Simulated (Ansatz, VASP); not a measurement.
Given: the input of a run of Ansatz 0.2.0 on Al2Au.

The input input.yaml:

```yaml
crystal:
  lattice:
    - [0.0, 2.9387583261, 2.9387583261]
    - [2.9387583261, 0.0, 2.9387583261]
    - [2.9387583261, 2.9387583261, 0.0]
  atoms:
    - { symbol: Au, position: [0.0, 0.0, 0.0] }
    - { symbol: Al, position: [0.75, 0.75, 0.75] }
    - { symbol: Al, position: [0.25, 0.25, 0.25] }
kpoints:
  mp_grid: { grid: [8, 8, 8] }
scf:
  occupations: { method: fermi_dirac, width: 0.05 }
hamiltonian:
  xc: lda
  pseudopotentials: { kind: all_electron, lapw: { basis_error: 0.002 } }
output:
  forces: true
  stress: true
  eigenvalues: true
```

Potentials or basis: all-electron LAPW, scalar-relativistic.

Command:

```console
$ ansatz run input.yaml --threads 2 --pin off --max-ram 8192MiB --backend cpu --events-out ev --progress --plain --runs-dir out
```

**Question.** Set up the same calculation for VASP 6.6.1. Potentials there: VASP PAW LDA potentials, release 64 (Au, Al).

**Answer.** As run (the cutoff follows the program's own potentials):

Contents of INCAR:

```
SYSTEM = Al2Au
PREC = Accurate
ENCUT = 520
EDIFF = 1E-7
ISMEAR = -1
SIGMA = 0.05
LREAL = .False.
LASPH = .True.
NELM = 80
ALGO = Fast
ISIF = 2
LWAVE = .False.
LCHARG = .False.
NBANDS = 16
```

Contents of KPOINTS:

```
regular mesh
0
Gamma
  8 8 8
  0 0 0
```

File POSCAR:

```
Al2Au
1.0
    0.0000000000      2.9387583261      2.9387583261
    2.9387583261      0.0000000000      2.9387583261
    2.9387583261      2.9387583261      0.0000000000
Au Al
1 2
Direct
    0.0000000000      0.0000000000      0.0000000000
    0.7500000000      0.7500000000      0.7500000000
    0.2500000000      0.2500000000      0.2500000000
```

Potentials or basis: VASP PAW LDA potentials, release 64 (Au, Al).

Launch:

```bash
$ cat potpaw_LDA.64/Au/POTCAR potpaw_LDA.64/Al/POTCAR > POTCAR
$ mpirun -np 1 vasp_std > vasp.out
```

Both were run:

|  | VASP | Ansatz | Ansatz less VASP |
| --- | --- | --- | --- |
| gap on the k mesh at the Fermi level (eV) | none | none | - |
| pressure (GPa) | 5.4 | 5.1 | -0.26 |

LDA's correlation is that of Perdew and Zunger in VASP and of Perdew and Wang (1992) in Ansatz. A gap of «none» marks a metal or a gap that the smearing closes. Ansatz ran all-electron here, and VASP with PAW potentials.

Neither program's run includes spin-orbit coupling.
